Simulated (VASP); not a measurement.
Wanted: the native input for a VASP 6.6.1 run.

- Task: single point
- Functional: PBEsol
- Dispersion: D4
- Potentials or basis: VASP PAW PBE potentials, release 64 (P)
- Cutoff: 500 eV
- k mesh: 20 × 20 × 20
- Occupations: gaussian, width 0.1 eV
- Spin: no spin polarisation
- Dipole correction: no
- Further INCAR settings: ALGO = Normal; EDIFF = 1e-06; NBANDS = 8

The structure of P lies in POSCAR:

```
P
1.0
    1.9550966590      0.0000000000      0.0000000000
    0.0000000000      1.9550966590      0.0000000000
    0.0000000000      0.0000000000      1.9550966590
P
1
Direct
    0.0000000000      0.0000000000      0.0000000000
```

This isn't the form of P at room conditions, which is orthorhombic.

One way to write it, as run:

INCAR

```
SYSTEM = P
PREC     = Accurate       ! precision mode
ENCUT    = 500            ! plane-wave cutoff, eV
EDIFF    = 1E-6           ! SCF threshold, eV
ISMEAR   = 0              ! smearing method
SIGMA    = 0.1            ! smearing width, eV
LREAL    = .FALSE.        ! projectors in reciprocal space
LASPH    = .TRUE.         ! aspherical terms in the spheres
NELM     = 120            ! most SCF steps
ALGO     = Normal         ! electronic algorithm
ISIF     = 2              ! what is computed and relaxed
LWAVE    = .FALSE.        ! write WAVECAR
LCHARG   = .FALSE.        ! write CHGCAR
GGA      = PS             ! functional
IVDW     = 13             ! dispersion correction
NBANDS   = 8              ! bands
GGA_COMPAT= .FALSE.
```

KPOINTS

```
regular mesh
0
G
  20 20 20
  0 0 0
```

Potentials or basis: VASP PAW PBE potentials, release 64 (P).

Command:

```sh
$ cat potpaw_PBE.64/P/POTCAR > POTCAR
$ mpirun -np 1 vasp_std > vasp.out
```

Results of the run:

```json
{"Pressure": "298.8 GPa", "Band gap on the k mesh": "zero (an odd number of electrons rules out a gap without spin polarisation)", "Dispersion energy per atom": "-0.510 eV"}
```

Caveat: the cell stands under pressure; the PAW data sets were made with another functional, which shifts forces and pressure a little.

Wall time 12 s on 1 thread of Intel Xeon 8259CL, with other jobs on the host, peak memory 0.11 GiB.
